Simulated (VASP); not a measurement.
A run of VASP 6.6.1 is set up as follows.

The input INCAR:

```
SYSTEM = LaB6
ALGO     = Normal         ! electronic algorithm
EDIFF    = 1E-6           ! SCF threshold, eV
EDIFFG   = -0.005         ! ionic threshold
ENCUT    = 600            ! plane-wave cutoff, eV
GGA      = CA             ! functional
IBRION   = 2              ! ionic algorithm
ISIF     = 3              ! what is computed and relaxed
ISMEAR   = 0              ! smearing method
LASPH    = .TRUE.         ! aspherical terms in the spheres
LCHARG   = .FALSE.        ! write CHGCAR
LREAL    = .FALSE.        ! projectors in reciprocal space
LWAVE    = .FALSE.        ! write WAVECAR
NELM     = 100            ! most SCF steps
NSW      = 100            ! ionic steps
PREC     = Accurate       ! precision mode
SIGMA    = 0.1            ! smearing width, eV
```

KPOINTS

```
k-points
0
G
  10 10 10
  0 0 0
```

The input POSCAR:

```
LaB6
1.0
    4.0965448081      0.0000000000      0.0000000000
    0.0000000000      4.0965448081      0.0000000000
    0.0000000000      0.0000000000      4.0965448081
La B
1 6
Direct
    0.0000000000      0.0000000000      0.0000000000
    0.1997682883      0.5000000000      0.5000000000
    0.5000000000      0.1997682883      0.5000000000
    0.8002317117      0.5000000000      0.5000000000
    0.5000000000      0.8002317117      0.5000000000
    0.5000000000      0.5000000000      0.1997682883
    0.5000000000      0.5000000000      0.8002317117
```

Potentials or basis: VASP PAW LDA potentials, release 64 (La, B).

Run with:

```console
$ cat potpaw_LDA.64/La/POTCAR potpaw_LDA.64/B/POTCAR > POTCAR
$ mpirun -np 1 vasp_std > vasp.out
```

Predict the relaxed volume.

9.84 Å³/atom.

What does it give for the relaxed cell?

a = 4.099 Å, b = 4.099 Å, c = 4.099 Å, α = 90.00°, β = 90.00°, γ = 90.00°.

Predict the space group after relaxing (to 0.05 Å).

Pm-3m (No. 221).

Final structure:
```
La B
1.0
     4.09909    0.00000    0.00000
     0.00000    4.09909    0.00000
     0.00000    0.00000    4.09909
La B
1 6
Direct
  0.00000 0.00000 0.00000
  0.19985 0.50000 0.50000
  0.50000 0.19985 0.50000
  0.80015 0.50000 0.50000
  0.50000 0.80015 0.50000
  0.50000 0.50000 0.19985
  0.50000 0.50000 0.80015
```
